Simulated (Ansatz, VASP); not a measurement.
# One calculation of Zr2BiN2, two programs

```
Zr Bi N
1.0
     3.90714    0.00000    0.00000
     0.00000    3.90714    0.00000
     0.00000    0.00000    7.27612
Zr Bi N
2 1 2
Direct
  0.50000 0.00000 0.50000
  0.00000 0.50000 0.50000
  0.00000 0.00000 0.00000
  0.00000 0.00000 0.66966
  0.00000 0.00000 0.33034
```

Alike in both runs: functional PBE; k mesh 10 × 10 × 6; occupations gaussian, width 0.1 eV; no spin polarisation.

Ansatz relaxed the structure, and its values are those at the end. VASP's run is a single point on that final structure, the one shown.

|  | VASP | Ansatz |
| --- | --- | --- |
| version | VASP 6.6.1 | Ansatz 0.2.0 |
| potentials or method | VASP PAW PBE potentials, release 64 (Zr_sv, Bi_d, N), cutoff 520 eV | scalar-relativistic, plane waves, PAW |
| valence electrons in the cell | 49 | 49 |

Ansatz gave:

```
gap on the k mesh at the Fermi level (eV) : none
pressure (GPa)                            : 0.0
rms of the force components (eV/Å)        : 0.000
```

Which values does VASP return?

gap on the k mesh at the Fermi level (eV): none; pressure (GPa): 0.1; rms of the force components (eV/Å): 0.004.

A gap of «none» marks a metal or a gap that the smearing closes. The functional is the same, so the differences come from potentials, cutoffs and numerics.

Neither program's run includes spin-orbit coupling.
